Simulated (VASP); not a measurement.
# Ag (Fm-3m) in VASP: elastic constants with LDA

Aim: the elastic constants of Ag with LDA.

Program: VASP 6.6.1. These are calculated values, not measurements. Logs are shortened: lines on timing, memory, paths and dates and some standing lists are left out, and cuts for length are marked.

### 1 The cell of the first run

It takes space group Fm-3m (No. 225, cubic). The conventional cell has a = 3.965 Å, b = 3.965 Å, c = 3.965 Å, α = 90.00°, β = 90.00°, γ = 90.00°. Ag (site symmetry m-3m) has 12 Ag at 2.80 Å within 3.7 Å.

### 2 Elastic constants, LDA

Contents of INCAR:

```
SYSTEM = Ag
PREC     = Accurate       ! precision mode
ENCUT    = 600            ! plane-wave cutoff, eV
EDIFF    = 1E-8           ! SCF threshold, eV
ISMEAR   = -1             ! smearing method
SIGMA    = 0.05           ! smearing width, eV
LREAL    = .False.        ! projectors in reciprocal space
LASPH    = .True.         ! aspherical terms in the spheres
NELM     = 100            ! most SCF steps
ALGO     = Normal         ! electronic algorithm
ISIF     = 3              ! what is computed and relaxed
LWAVE    = .False.        ! write WAVECAR
LCHARG   = .False.        ! write CHGCAR
GGA      = CA             ! functional
NBANDS   = 12             ! bands
IBRION   = 6              ! ionic algorithm
NFREE    = 2            
POTIM    = 0.015          ! step
NSW      = 1              ! ionic steps
```

Contents of KPOINTS:

```
regular mesh
0
Gamma
  24 24 24
  0 0 0
```

Contents of POSCAR:

```
Ag
1.0
    0.0000000000      1.9826608341      1.9826608341
    1.9826608341      0.0000000000      1.9826608341
    1.9826608341      1.9826608341      0.0000000000
Ag
1
Direct
    0.0000000000      0.0000000000      0.0000000000
```

Potentials or basis: VASP PAW LDA potentials, release 64 (Ag).

Launch:

```sh
$ cat potpaw_LDA.64/Ag/POTCAR > POTCAR
$ mpirun -np 1 vasp_std > vasp.out
```

OUTCAR:

```text
SYSTEM = Ag
   PREC = Accurate
   ENCUT = 600
   EDIFF = 1E-8
   ISMEAR = -1
   LREAL = .False.
   LASPH = .True.
   NELM = 100
   ISIF = 3
   GGA = CA
   IBRION = 6
   NFREE = 2
   POTIM = 0.015
   NSW = 1

 ion  position               nearest neighbor table
   1  0.000  0.000  0.000-

  LATTYP: Found a face centered cubic cell.
 ALAT       =     3.9653216682

  Lattice vectors:

 A1 = (   0.0000000000,   1.9826608341,   1.9826608341)
 A2 = (   1.9826608341,   0.0000000000,   1.9826608341)
 A3 = (   1.9826608341,   1.9826608341,   0.0000000000)

Analysis of symmetry for initial positions (statically):
=====================================================================
 Subroutine PRICEL returns:
 Original cell was already a primitive cell.

 Routine SETGRP: Setting up the symmetry group for a
 face centered cubic supercell.

 Subroutine GETGRP returns: Found 48 space group operations
 (whereof 48 operations were pure point group operations)
 out of a pool of 48 trial point group operations.

The static configuration has the point symmetry O_h .

Analysis of symmetry for dynamics (positions and initial velocities):
=====================================================================
 Subroutine PRICEL returns:
 Original cell was already a primitive cell.

 Routine SETGRP: Setting up the symmetry group for a
 face centered cubic supercell.

 Subroutine GETGRP returns: Found 48 space group operations
 (whereof 48 operations were pure point group operations)
 out of a pool of 48 trial point group operations.

The dynamic configuration has the point symmetry O_h .

 Subroutine INISYM returns: Found 48 space group operations
 (whereof 48 operations are pure point group operations),
 and found     1 'primitive' translations

----------------------------------------------------------------------------------------

                                     Primitive cell

  volume of cell :      15.5875

[... 329 lines left out ...]
  band No.  band energies     occupation
      1       0.9617      2.00000
      2       4.3510      2.00000
      3       4.3510      2.00000
      4       4.3511      2.00000
      5       5.5856      2.00000
      6       5.5856      2.00000
      7      25.6518      0.00000
      8      29.6959      0.00000
      9      29.6959      0.00000
     10      29.6959      0.00000
     11      34.9510      0.00000
     12      36.5902      0.00000
[... 331 lines left out ...]
 k-point    24 :       0.4583    0.0417    0.0000
  band No.  band energies     occupation
      1       2.5317      2.00000
      2       4.3169      2.00000
      3       4.3787      2.00000
      4       6.2566      2.00000
      5       6.5050      2.00000
      6       8.4015      2.00000
      7      14.3493      0.00000
      8      25.0142      0.00000
      9      27.8679      0.00000
     10      28.1687      0.00000
     11      33.8073      0.00000
     12      33.8598      0.00000

 [... further k-points ...]
[... 5 lines left out ...]
  --------------------------------------------------------------------------------------
  -------------------------------------------------------------------------------------
  Total        0.4026986      0.4026986      0.4026986     -0.0000000     -0.0000000     -0.0000000
  in kB       41.3919056     41.3919056     41.3919056     -0.0000000     -0.0000000     -0.0000000
  external PRESSURE =      41.3919056 kB  Pullay stress =       0.0000000 kB
[... 16 lines left out ...]
  FREE ENERGIE OF THE ION-ELECTRON SYSTEM (eV)
  ---------------------------------------------------
  free  energy   TOTEN  =        -3.7787911718 eV

  energy  without entropy=       -3.7772748271  energy(sigma->0) =       -3.77803300

 INTERNAL STRAIN TENSORS FROM STRAINED CELLS
 ============================================

 INTERNAL STRAIN TENSOR FOR ION    1 for displacements in x,y,z  (eV/Angst):
          X           Y           Z          XY          YZ          ZX
  --------------------------------------------------------------------------------
  x     0.00000    -0.00000     0.00000     0.00000     0.00000    -0.00000
  y    -0.00000     0.00000    -0.00000    -0.00000    -0.00000    -0.00000
  z     0.00000     0.00000     0.00000     0.00000    -0.00000     0.00000

 INTERNAL STRAIN TENSORS FROM DISPLACED ATOMS
 ============================================

 INTERNAL STRAIN TENSOR FOR ION    1 for displacements in x,y,z  (eV/Angst):
          X           Y           Z          XY          YZ          ZX
  --------------------------------------------------------------------------------
  x     0.00000     0.00000     0.00000     0.00000     0.00000     0.00000
  y     0.00000     0.00000     0.00000     0.00000     0.00000     0.00000
  z     0.00000     0.00000     0.00000     0.00000     0.00000     0.00000

 Eigenvectors and eigenvalues of the dynamical matrix
 ----------------------------------------------------

   1 f/i=    0.000000 THz     0.000000 2PiTHz    0.000000 cm-1     0.000000 meV
             X         Y         Z           dx          dy          dz
      0.000000  0.000000  0.000000    -0.996436    0.084354    0.000000

   2 f/i=    0.000000 THz     0.000000 2PiTHz    0.000000 cm-1     0.000000 meV
             X         Y         Z           dx          dy          dz
      0.000000  0.000000  0.000000     0.000000    0.000000    1.000000

   3 f/i=    0.000000 THz     0.000000 2PiTHz    0.000000 cm-1     0.000000 meV
             X         Y         Z           dx          dy          dz
      0.000000  0.000000  0.000000    -0.084354   -0.996436    0.000000

--------------------------------------------------------------------------------------------------------

 ELASTIC MODULI CONTR FROM IONIC RELAXATION (kBar)
 Direction    XX          YY          ZZ          XY          YZ          ZX
 --------------------------------------------------------------------------------
 XX           0.0000      0.0000      0.0000      0.0000      0.0000      0.0000
 YY           0.0000      0.0000      0.0000      0.0000      0.0000      0.0000
 ZZ           0.0000      0.0000      0.0000      0.0000      0.0000      0.0000
 XY           0.0000      0.0000      0.0000      0.0000      0.0000      0.0000
 YZ           0.0000      0.0000      0.0000      0.0000      0.0000      0.0000
 ZX           0.0000      0.0000      0.0000      0.0000      0.0000      0.0000
 --------------------------------------------------------------------------------

 TOTAL ELASTIC MODULI (kBar)
 Direction    XX          YY          ZZ          XY          YZ          ZX
 --------------------------------------------------------------------------------
 XX        1949.0427   1399.9803   1399.9803     -0.0000      0.0000      0.0000
 YY        1399.9803   1949.0427   1399.9803     -0.0000     -0.0000      0.0000
 ZZ        1399.9803   1399.9803   1949.0427     -0.0000     -0.0000      0.0000
 XY          -0.0000     -0.0000     -0.0000    780.3125     -0.0000     -0.0000
 YZ           0.0000     -0.0000     -0.0000     -0.0000    780.3125      0.0000
 ZX           0.0000      0.0000      0.0000     -0.0000      0.0000    780.3125
 --------------------------------------------------------------------------------
```

OSZICAR:

```text
N       E                     dE             d eps       ncg     rms          rms(c)
DAV:   1     0.562313774763E+02    0.56231E+02   -0.60748E+03  9976   0.947E+02
DAV:   2    -0.318954589009E+01   -0.59421E+02   -0.56298E+02 11520   0.211E+02
[... 151 lines left out ...]
DAV:   2    -0.377910938574E+01   -0.21508E-02   -0.25895E-02 10000   0.156E+00    0.586E-02
DAV:   3    -0.377881327572E+01    0.29611E-03   -0.55857E-04 12252   0.172E-01    0.173E-02
DAV:   4    -0.377879163882E+01    0.21637E-04   -0.53146E-05 10880   0.496E-02    0.656E-03
DAV:   5    -0.377879105569E+01    0.58313E-06   -0.24367E-06 12228   0.140E-02    0.933E-04
DAV:   6    -0.377879115359E+01   -0.97902E-07   -0.29783E-08 10912   0.164E-03    0.248E-04
DAV:   7    -0.377879117103E+01   -0.17444E-07   -0.19085E-09  7224   0.404E-04    0.314E-05
DAV:   8    -0.377879117185E+01   -0.81286E-09   -0.58389E-11  5740   0.727E-05
  15 F= -.37787912E+01 E0= -.37780330E+01  d E =-.151634E-02
```

stdout:

```text
POSCAR found type information on POSCAR Ag
 POSCAR found :  1 types and       1 ions
 scaLAPACK will be used
 LDA part: xc-table for (Slater(with rela. corr.)+CA(PZ))
 , standard interpolation
 POSCAR, INCAR and KPOINTS ok, starting setup
 FFT: planning ... GRIDC
 FFT: planning ... GRID_SOFT
 FFT: planning ... GRID
 WAVECAR not read
 entering main loop
 Found     1 degrees of freedom:
 Adding 6 more for cell shape distortion
 Finite differences POTIM= 0.01500 DOF=   7
 bond charge predicted
 Finite differences progress:
 bond charge predicted
 Finite differences progress:
 bond charge predicted
 Finite differences progress:
 bond charge predicted
 Finite differences progress:
 bond charge predicted
 Finite differences progress:
 bond charge predicted
 Finite differences progress:
 bond charge predicted
 Finite differences progress:
 bond charge predicted
 Finite differences progress:
 bond charge predicted
 Finite differences progress:
 bond charge predicted
 Finite differences progress:
 bond charge predicted
 Finite differences progress:
 bond charge predicted
 Finite differences progress:
 bond charge predicted
 Finite differences progress:
 bond charge predicted
 Finite differences progress:
```

Run time: 18 min. Hardware: 1 thread of Intel Xeon 6975P-C (Granite Rapids), shared host; peak memory 1.4 GiB.

What came out:

```yaml
Elastic_constants_C11_C12_C44: 195, 140, 78 GPa
Voigt_bulk_modulus: 158 GPa
```

Elastic tensor in Voigt notation (GPa, in the Cartesian axes of the cell as first typed):
```
195 140 140   0   0   0
140 195 140   0   0   0
140 140 195   0   0   0
  0   0   0  78   0   0
  0   0   0   0  78   0
  0   0   0   0   0  78
```

Clamped-ion elastic tensor (GPa):
```
195 140 140   0   0   0
140 195 140   0   0   0
140 140 195   0   0   0
  0   0   0  78   0   0
  0   0   0   0  78   0
  0   0   0   0   0  78
```

Caveat: the cell is under stress, which shifts elastic constants.
